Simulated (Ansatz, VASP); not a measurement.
One calculation of HPbNO4, two programs

INCAR

```
PREC = Accurate
ENCUT = 520
EDIFF = 1E-6
ISMEAR = -1
SIGMA = 0.05
LREAL = F
LASPH = T
NELM = 60
ALGO = Normal
ISIF = 2
LWAVE = F
LCHARG = T
GGA = PS
LELF = T
LVHAR = T
NBANDS = 31
```

Contents of KPOINTS:

```
Automatic mesh
0
Gamma
  7 7 5
```

The input POSCAR:

```
HPbNO4
1.0
    4.2040700000      0.0000000000      0.0000000000
    2.0217200000      3.8395200000      0.0000000000
    2.0468600000      1.2790000000      6.2813200000
H Pb N O
1 1 1 4
Direct
    0.8914500000      0.6820200000      0.6279600000
    0.1442600000      0.9287200000      0.8835200000
    0.2567000000      0.2886100000      0.3017100000
    0.8310800000      0.6505600000      0.7840500000
    0.3869400000      0.2238000000      0.1129500000
    0.3110400000      0.0357600000      0.4585600000
    0.0772600000      0.6063300000      0.3227500000
```

input.yaml

```yaml
crystal:
  lattice:
    - [4.20407, 0.0, 0.0]
    - [2.02172, 3.83952, 0.0]
    - [2.04686, 1.279, 6.28132]
  atoms:
    - { symbol: H, position: [0.89145, 0.68202, 0.62796] }
    - { symbol: Pb, position: [0.14426, 0.92872, 0.88352] }
    - { symbol: "N", position: [0.2567, 0.28861, 0.30171] }
    - { symbol: O, position: [0.83108, 0.65056, 0.78405] }
    - { symbol: O, position: [0.38694, 0.2238, 0.11295] }
    - { symbol: O, position: [0.31104, 0.03576, 0.45856] }
    - { symbol: O, position: [0.07726, 0.60633, 0.32275] }
hamiltonian:
  xc: pbesol
  pseudopotentials: { kind: paw }
kpoints:
  mp_grid: { grid: [7, 7, 5] }
  band_path:
    path:
      - [[0.0, 0.0, 0.5], [0.0, 0.0, 0.0], [0.5, 0.0, 0.0]]
      - [[0.5, 0.0, 0.5], [0.0, 0.0, 0.0], [0.0, 0.5, 0.0]]
      - [[0.0, 0.5, 0.5], [0.0, 0.0, 0.0], [0.5, 0.5, 0.0]]
      - [[0.5, 0.5, 0.5], [0.0, 0.0, 0.0]]
    npoints: 10
scf:
  occupations: { method: fermi_dirac, width: 0.05 }
  n_extra_bands: 17
output:
  forces: true
  stress: true
  eigenvalues: true
  fatbands: false
  write_density: true
  write_potential: true
  elf: true
  volumetric_format: npy
```

Alike in both runs: functional PBEsol; k mesh 7 × 7 × 5; occupations fermi-dirac, width 0.05 eV; no spin polarisation.

|  | VASP | Ansatz |
| --- | --- | --- |
| version | VASP 6.6.1 | Ansatz 0.2.0 |
| potentials or method | VASP PAW PBE potentials, release 64 (H, Pb_d, N, O) | Ansatz PAW |
| plane-wave cutoff (eV) | 520 | 420 |
| valence electrons in the cell | 44 | 44 |
| task | single point | band structure |

|  | VASP | Ansatz | Ansatz less VASP |
| --- | --- | --- | --- |
| gap on the k mesh at the Fermi level (eV) | 2.78 | 2.81 | +0.027 |
| least direct gap on the mesh (eV) | 2.81 | 2.83 | +0.027 |
| pressure (GPa) | -2.2 | -2.9 | -0.74 |
| traceless stress, the component that is largest in VASP (GPa) | 0.16 | -0.35 | -0.511 |
| rms of the force components (eV/Å) | 0.123 | 0.159 | +0.0359 |

VASP's potentials were made for PBE, not for PBEsol. Atom by atom the forces differ by 0.181 eV/Å (rms over components). One of these differences is far larger than is usual between the two programs; its cause wasn't traced.

Neither program's run includes spin-orbit coupling. Noted on VASP's run: the standard files for N, O and F lose accuracy on very short bonds.
